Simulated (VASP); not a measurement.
A run of VASP 6.6.1:

The input INCAR:

```
SYSTEM = AlN
PREC = Accurate
ENCUT = 520
EDIFF = 1E-6
ISMEAR = 0
SIGMA = 0.05
LREAL = .FALSE.
LASPH = .TRUE.
NELM = 60
ALGO = Normal
ISIF = 2
LWAVE = .FALSE.
LCHARG = .FALSE.
GGA = PS
NBANDS = 26
```

KPOINTS

```
regular mesh
0
G
  8 8 3
  0 0 0
```

Contents of POSCAR:

```
AlN
1.0
   -3.1135599822      0.0000000000      0.0000000000
   -1.5567799911     -2.6964220408      0.0000000000
   -0.2594633319     -0.4494036735     10.2667009506
Al N
4 4
Direct
    0.3333333333      0.1869875326      0.8780748041
    0.3333333333      0.2678858092      0.3926851450
    0.6666666667      0.6416682808      0.1499903154
    0.6666666667      0.5607700042      0.6353799746
    0.3333333333      0.3178825810      0.0927045142
    0.3333333333      0.2369843044      0.5780941734
    0.6666666667      0.6107667760      0.3353993438
    0.6666666667      0.5298684995      0.8207890030
```

Potentials or basis: VASP PAW PBE potentials, release 64 (Al, N).

Launch:

```console
$ cat potpaw_PBE.64/Al/POTCAR potpaw_PBE.64/N/POTCAR > POTCAR
$ mpirun -np 1 vasp_std > vasp.out
```

Hardware: 1 thread of Intel Xeon 8259CL, on a shared host.

Q: How long does it take, and how much memory?

A: Wall time 5.7 min on 1 thread of Intel Xeon 8259CL, on a shared host, peak memory 0.3 GiB. Counts: scf iterations 14, k points 98.
